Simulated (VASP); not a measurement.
Input of a VASP 6.6.1 run:

File INCAR:

```
SYSTEM = Tc
  ALGO = Normal
  EDIFF = 1E-6
  ENCUT = 520
  GGA = CA
  ISIF = 2
  ISMEAR = -1
  LASPH = .TRUE.
  LCHARG = .FALSE.
  LREAL = .FALSE.
  LWAVE = .FALSE.
  NBANDS = 20
  NELM = 60
  PREC = Accurate
  SIGMA = 0.05
```

The input KPOINTS:

```
k-points
0
G
  6 6 4
  0 0 0
```

The input POSCAR:

```
Tc
1.0
    2.7400000000      0.0000000000      0.0000000000
   -1.3700000000      2.3729096064      0.0000000000
    0.0000000000      0.0000000000      4.3980000000
Tc
2
Direct
    0.6666666667      0.3333333333      0.7500000000
    0.3333333333      0.6666666667      0.2500000000
```

Potentials or basis: VASP PAW LDA potentials, release 64 (Tc_pv).

Command:

```console
$ cat potpaw_LDA.64/Tc_pv/POTCAR > POTCAR
$ mpirun -np 1 vasp_std > vasp.out
```

Q: Predict the pressure.

A: -11.1 GPa.

Q: What does it give for the band gap on the k mesh?

A: Zero (band 13 reaches 14.21 eV, above the bottom of band 14 at 10.82 eV).

Stress tensor (GPa, compression positive):
```
-10.47   0.00   0.00
  0.00 -10.47   0.00
  0.00   0.00 -12.43
```

Caveat: the k points lie up to 0.44 Å⁻¹ apart.
